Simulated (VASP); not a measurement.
Set up this calculation in VASP 6.6.1, as the native input.

- Task: single point
- Functional: PBE
- Potentials or basis: VASP PAW PBE potentials, release 64 (Pb_d, S)
- Cutoff: 520 eV
- k mesh: 6 × 6 × 6
- Occupations: fermi-dirac, width 0.02 eV
- Spin: no spin polarisation
- Dipole correction: no
- Further INCAR settings: ALGO = Normal; EDIFF = 1e-06; NBANDS = 28

The structure of PbS lies in POSCAR:

```
PbS
1.0
    2.1298804750     -6.0086299417      0.0325945333
    2.0300255250      5.9739640583     -0.0672604167
   -0.0356610083     -0.0356610083      4.2793210000
Pb S
2 2
Direct
    0.8694370000      0.1305630000      0.7500000000
    0.1305630000      0.8694370000      0.2500000000
    0.6452030000      0.3547970000      0.7500000000
    0.3547970000      0.6452030000      0.2500000000
```

These files were run (other wordings do the same):

INCAR

```
PREC = Accurate
ENCUT = 520
EDIFF = 1E-6
ISMEAR = -1
SIGMA = 0.02
LREAL = F
LASPH = T
NELM = 100
ALGO = Normal
ISIF = 2
LWAVE = F
LCHARG = F
GGA = PE
NBANDS = 28
```

KPOINTS

```
Automatic mesh
0
Gamma
  6 6 6
```

Potentials or basis: VASP PAW PBE potentials, release 64 (Pb_d, S).

Command:

```console
$ cat potpaw_PBE.64/Pb_d/POTCAR potpaw_PBE.64/S/POTCAR > POTCAR
$ mpirun -np 1 vasp_std > vasp.out
```

It gave:

```
Pressure               : 1.0 GPa
Largest force          : 0.119 eV/Å
Band gap on the k mesh : 1.22 eV, indirect (least direct gap 1.42 eV)
```

Caveat: spin-orbit coupling is left out, which moves the levels of the heavy elements.

It took 7.5 min on 1 thread of AMD EPYC 7R43 64-Core Processor (Zen 3), on a shared host, peak memory 0.39 GiB.
